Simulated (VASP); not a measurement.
# Sc2Ga4S (P-4m2) in VASP: single point with PBE

Aim: the single point of Sc2Ga4S with PBE.

Everything below comes from runs of VASP 6.6.1. Logs are shortened: lines on timing, memory, paths and dates and some standing lists are left out, and cuts for length are marked.

**1. The cell of the first run**

Symmetry: P-4m2, No. 115, tetragonal system. Conventional cell: a = 3.979 Å, b = 3.979 Å, c = 8.461 Å, α = 90.00°, β = 90.00°, γ = 90.00°. Within 3.5 Å of Sc (site symmetry 2mm) lie 2 S at 2.68 Å and 8 Ga at 2.87 to 3.15 Å. Within 3.6 Å of Ga (site symmetry 2mm) lie 4 Ga at 2.73 Å and 4 Sc at 2.87 Å and 2 S at 3.09 Å. Within 3.6 Å of Ga (site symmetry -4m2) lie 8 Ga at 2.73 to 2.81 Å and 4 Sc at 3.15 Å. Ga (site symmetry -4m2) has 8 Ga at 2.73 to 2.81 Å and 4 Sc at 3.15 Å within 3.6 Å. S (site symmetry -4m2) has 4 Sc at 2.68 Å and 4 Ga at 3.09 Å within 3.5 Å.

The cell was generated, and may not be a known phase.

**2. Single point, PBE**

The input, INCAR:

```
  ALGO = Normal
  EDIFF = 1E-6
  ENCUT = 520
  GGA = PE
  ISIF = 2
  ISMEAR = 0
  LASPH = True
  LCHARG = True
  LELF = True
  LREAL = False
  LVHAR = True
  LWAVE = False
  NBANDS = 49
  NELM = 100
  PREC = Accurate
  SIGMA = 0.1
```

The input, KPOINTS:

```
k-points
0
Gamma
  8 8 4
```

The input, POSCAR:

```
Sc2Ga4S
1.0
    3.9794945721      0.0000000000      0.0000000000
    0.0000000000      3.9794945721      0.0000000000
    0.0000000000      0.0000000000      8.4614727385
Sc Ga S
2 4 1
Direct
    0.5000000000      0.0000000000      0.7114666628
    0.0000000000      0.5000000000      0.2885333372
    0.5000000000      0.0000000000      0.2212470702
    0.0000000000      0.5000000000      0.7787529298
    0.5000000000      0.5000000000      0.0000000000
    0.0000000000      0.0000000000      0.0000000000
    0.5000000000      0.5000000000      0.5000000000
```

Potentials or basis: VASP PAW PBE potentials, release 64 (Sc_sv, Ga_d, S).

Run with:

```
$ cat potpaw_PBE.64/Sc_sv/POTCAR potpaw_PBE.64/Ga_d/POTCAR potpaw_PBE.64/S/POTCAR > POTCAR
$ mpirun -np 1 vasp_std > vasp.out
```

OUTCAR:

```text
EDIFF = 1E-6
   ENCUT = 520
   GGA = PE
   ISIF = 2
   ISMEAR = 0
   LASPH = True
   LREAL = False
   NELM = 100
   PREC = Accurate

 ion  position               nearest neighbor table
   1  0.500  0.000  0.711-   7 2.68   7 2.68   4 2.87   4 2.87   4 2.87   4 2.87   5 3.15   6 3.15
                             6 3.15   5 3.15
   2  0.000  0.500  0.289-   7 2.68   7 2.68   3 2.87   3 2.87   3 2.87   3 2.87   5 3.15   5 3.15
                             6 3.15   6 3.15
   3  0.500  0.000  0.221-   5 2.73   6 2.73   5 2.73   6 2.73   2 2.87   2 2.87   2 2.87   2 2.87

   4  0.000  0.500  0.779-   5 2.73   6 2.73   6 2.73   5 2.73   1 2.87   1 2.87   1 2.87   1 2.87

   5  0.500  0.500  0.000-   3 2.73   4 2.73   3 2.73   4 2.73   6 2.81   6 2.81   6 2.81   6 2.81
                             2 3.15   1 3.15   2 3.15   1 3.15
   6  0.000  0.000  0.000-   3 2.73   4 2.73   4 2.73   3 2.73   5 2.81   5 2.81   5 2.81   5 2.81
                             1 3.15   2 3.15   2 3.15   1 3.15
   7  0.500  0.500  0.500-   1 2.68   2 2.68   1 2.68   2 2.68

  LATTYP: Found a simple tetragonal cell.
 ALAT       =     3.9794945721
 C/A-ratio  =     2.1262681944

  Lattice vectors:

 A1 = (   3.9794945721,   0.0000000000,   0.0000000000)
 A2 = (   0.0000000000,   3.9794945721,   0.0000000000)
 A3 = (   0.0000000000,   0.0000000000,   8.4614727385)

Analysis of symmetry for initial positions (statically):
=====================================================================
 Subroutine PRICEL returns:
 Original cell was already a primitive cell.

 Routine SETGRP: Setting up the symmetry group for a
 simple tetragonal supercell.

 Subroutine GETGRP returns: Found  8 space group operations
 (whereof  8 operations were pure point group operations)
 out of a pool of 16 trial point group operations.

The static configuration has the point symmetry D_2d.

Analysis of symmetry for dynamics (positions and initial velocities):
=====================================================================
 Subroutine PRICEL returns:
 Original cell was already a primitive cell.

 Routine SETGRP: Setting up the symmetry group for a
 simple tetragonal supercell.

 Subroutine GETGRP returns: Found  8 space group operations
 (whereof  8 operations were pure point group operations)
 out of a pool of 16 trial point group operations.

The dynamic configuration has the point symmetry D_2d.

[... 111 lines left out ...]
   NSW    =      0    number of steps for IOM
   IBRION =     -1    ionic relax: 0-MD 1-quasi-New 2-CG
   NFREE  =      0    steps in history (QN), initial steepest desc. (CG)
   ISIF   =      2    stress and relaxation
   ISYM   =      2    0-nonsym 1-usesym 2-fastsym
   POTIM  = 0.5000    time-step for ionic-motion
   TEBEG  =    0.0;   TEEND  =   0.0 temperature during run
   PSTRESS=    0.0 pullay stress
   NELECT =      80.0000    total number of electrons
   NUPDOWN=      -1.0000    fix difference up-down
   EMIN   =  10.00;   EMAX   =-10.00  energy-range for DOS
   EFERMI =   0.00;   METHOD = LEGACY
   ISMEAR =     0;   SIGMA  =   0.10  broadening in eV -4-tet -1-fermi 0-gaus
   EFERMI_NEDOS =   21; number of points for ismear=-14 and -15
   IALGO  =     38    algorithm
   IMIX   =      4    mixing-type and parameters
     AMIX     =   0.40;   BMIX     =  1.00
     AMIX_MAG =   1.60;   BMIX_MAG =  1.00
  volume/ion in A,a.u.               =      19.14       129.18
  Fermi-wavevector in a.u.,A,eV,Ry     =   1.378492  2.604972 25.854335  1.900240
  Thomas-Fermi vector in A             =   2.503549
   LORBIT       =      0    0 simple, 1 ext, 2 COOP (PROOUT), +10 PAW based schemes
   GGA     = PE    functional components
   LHFCALC =     F    Hartree Fock is set to
   AEXX    =    0.0000 exact exchange contribution
   IVDW    =     0    specifies the selected vdW correction
   LEPSILON=     F    determine dielectric tensor
   LRPA    =     F    only Hartree local field effects (RPA)
 non-spin polarized calculation
 Gauss-broadening in eV      SIGMA  =   0.10
  energy-cutoff  :      520.00
  volume of cell :      134.00
 maximum number of plane-waves:      3680
 NGX is ok and might be reduce to    30
   NGX = 15   NGY = 15   NGZ = 31

 number of electron      79.9999994 magnetization

 Free energy of the ion-electron system (eV)
  ---------------------------------------------------
  ext. energy  EPLUGINS =         0.00000000
  ---------------------------------------------------
  free energy    TOTEN  =       -32.42449950 eV

  energy without entropy =      -32.40647921  energy(sigma->0) =      -32.41548935

 E-fermi :   5.6944     XC(G=0): -10.6873

 val. band max:        5.6893207831   @ k =   0.3750   0.2500   0.0000
 cond. band min:       5.7097778791   @ k =   0.1250   0.1250   0.5000
 fundamental gap:      0.0204570960
 Fermi energy:         5.6944043447

 k-point     1 :       0.0000    0.0000    0.0000
  band No.  band energies     occupation
      1     -44.2859      2.00000
      2     -44.2854      2.00000
      3     -22.9832      2.00000
      4     -22.9702      2.00000
      5     -22.9059      2.00000
      6     -22.9059      2.00000
[... 1237 lines left out ...]
     48       7.9771      0.00000
     49       8.2065      0.00000

 [... further k-points ...]

------------------------ aborting loop because EDIFF is reached ----------------------------------------

  FORCE on cell =-STRESS in cart. coord.  units (eV):
  Direction    XX          YY          ZZ          XY          YZ          ZX
  --------------------------------------------------------------------------------------
  -------------------------------------------------------------------------------------
  Total        0.0627132      0.0627132      0.0542529      0.0000000     -0.0000000     -0.0000000
  in kB        0.7498383      0.7498383      0.6486823      0.0000000     -0.0000000     -0.0000000
  external PRESSURE =       0.7161196 kB  Pullay stress =       0.0000000 kB

 VOLUME and BASIS-vectors are now :
 -----------------------------------------------------------------------------
  energy-cutoff  :      520.00
  volume of cell :      134.00
      direct lattice vectors                 reciprocal lattice vectors
     3.979494572  0.000000000  0.000000000     0.251288193  0.000000000  0.000000000
     0.000000000  3.979494572  0.000000000     0.000000000  0.251288193  0.000000000
     0.000000000  0.000000000  8.461472738     0.000000000  0.000000000  0.118182736

 POSITION                                       TOTAL-FORCE (eV/Angst)
 -----------------------------------------------------------------------------------
      1.98975      0.00000      6.02006         0.000000      0.000000      0.005165
      0.00000      1.98975      2.44142         0.000000      0.000000     -0.005165
      1.98975      0.00000      1.87208         0.000000      0.000000      0.013222
      0.00000      1.98975      6.58940         0.000000      0.000000     -0.013222
      1.98975      1.98975      0.00000         0.000000     -0.000000      0.000000
      0.00000      0.00000      0.00000        -0.000000      0.000000      0.000000
      1.98975      1.98975      4.23074         0.000000      0.000000      0.000000
 -----------------------------------------------------------------------------------
    total drift:                                0.000000      0.000000      0.000000

  FREE ENERGIE OF THE ION-ELECTRON SYSTEM (eV)
  ---------------------------------------------------
  free  energy   TOTEN  =       -32.4244995012 eV

  energy  without entropy=      -32.4064792063  energy(sigma->0) =      -32.41548935
```

OSZICAR:

```text
N       E                     dE             d eps       ncg     rms          rms(c)
DAV:   1     0.105751076320E+04    0.10575E+04   -0.36751E+04  4676   0.268E+03
DAV:   2     0.136903951054E+03   -0.92061E+03   -0.89645E+03  4810   0.756E+02
DAV:   3    -0.232950781405E+02   -0.16020E+03   -0.15421E+03  5395   0.268E+02
DAV:   4    -0.355369529696E+02   -0.12242E+02   -0.11629E+02  6456   0.727E+01
DAV:   5    -0.359766256144E+02   -0.43967E+00   -0.43224E+00  6748   0.143E+01    0.116E+01
DAV:   6    -0.325173742231E+02    0.34593E+01   -0.12612E+01  6329   0.197E+01    0.494E+00
DAV:   7    -0.324557756513E+02    0.61599E-01   -0.82935E-01  6362   0.113E+01    0.275E+00
DAV:   8    -0.324305003929E+02    0.25275E-01   -0.34947E-01  5940   0.583E+00    0.583E-01
DAV:   9    -0.324240637500E+02    0.64366E-02   -0.63987E-02  5916   0.515E+00    0.235E-01
DAV:  10    -0.324241409171E+02   -0.77167E-04   -0.12701E-02  6332   0.145E+00    0.127E-01
DAV:  11    -0.324244791275E+02   -0.33821E-03   -0.31312E-03  5940   0.538E-01    0.881E-02
DAV:  12    -0.324244720669E+02    0.70606E-05   -0.69873E-04  5740   0.721E-01    0.341E-02
DAV:  13    -0.324244934869E+02   -0.21420E-04   -0.36951E-04  6500   0.257E-01    0.126E-02
DAV:  14    -0.324244979152E+02   -0.44283E-05   -0.69703E-05  6884   0.101E-01    0.442E-03
DAV:  15    -0.324244990768E+02   -0.11615E-05   -0.16964E-05  5940   0.406E-02    0.320E-03
DAV:  16    -0.324244995012E+02   -0.42446E-06   -0.52512E-06  4612   0.183E-02
   1 F= -.32424500E+02 E0= -.32415489E+02  d E =-.180203E-01
```

stdout:

```text
POSCAR found type information on POSCAR ScGaS
 POSCAR found :  3 types and       7 ions
 scaLAPACK will be used
 LDA part: xc-table for (Slater+PW92), standard interpolation
 POSCAR, INCAR and KPOINTS ok, starting setup
 FFT: planning ... GRIDC
 FFT: planning ... GRID_SOFT
 FFT: planning ... GRID
 WAVECAR not read
 entering main loop
```

It took 10 min on 1 thread of Intel Xeon 8259CL, shared host; peak memory 0.36 GiB.

What came out:

```
Free energy            : -32.4245 eV
Pressure               : 0.1 GPa
Largest force          : 0.013 eV/Å
Band gap on the k mesh : zero (bands 40 and 41 overlap by 0.76 eV)
```

Forces in eV/Å, atoms in the order of the input:
```
Sc   0.000  0.000  0.005
Sc   0.000  0.000 -0.005
Ga   0.000  0.000  0.013
Ga   0.000  0.000 -0.013
Ga   0.000  0.000  0.000
Ga   0.000  0.000  0.000
S    0.000  0.000  0.000
```

The gap in the log of VASP goes by the Fermi energy; the results here count the filled bands.